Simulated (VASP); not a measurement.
AlN, 2 atoms in the cell. The structure is tetragonal, space group I4/mmm (No. 139). The conventional cell has a = 2.797 Å, b = 2.797 Å, c = 3.996 Å, α = 90.00°, β = 90.00°, γ = 90.00°. Within 2.6 Å of Al (site symmetry 4/mmm) lie 6 N at 1.98 to 2.00 Å. N (site symmetry 4/mmm) has 6 Al at 1.98 to 2.00 Å within 2.6 Å.  This cell differs from its parent crystal: zz strain of +1 %.

* Program: VASP 6.6.1
* Task: electric field gradients
* Functional: LDA
* Potentials or basis: VASP PAW LDA potentials, release 64 (Al, N)
* Cutoff: 520 eV
* k mesh: 10 × 10 × 10
* Occupations: fermi-dirac, width 0.02 eV
* Spin: no spin polarisation
* Dipole correction: no
* Further INCAR settings: ALGO = Normal; EDIFF = 1e-08; NBANDS = 11

Potentials or basis: VASP PAW LDA potentials, release 64 (Al, N).

Run with:

```console
$ cat potpaw_LDA.64/Al/POTCAR potpaw_LDA.64/N/POTCAR > POTCAR
$ mpirun -np 1 vasp_std > vasp.out
```

Hardware: 1 thread of AMD EPYC 7R13, on a shared host.

**Question.** Estimate the wall time of this run.

**Answer.** Run time: 29 s on 1 thread of AMD EPYC 7R13 (shared host), peak memory 0.1 GiB. Counts: scf iterations 12, k points 102.
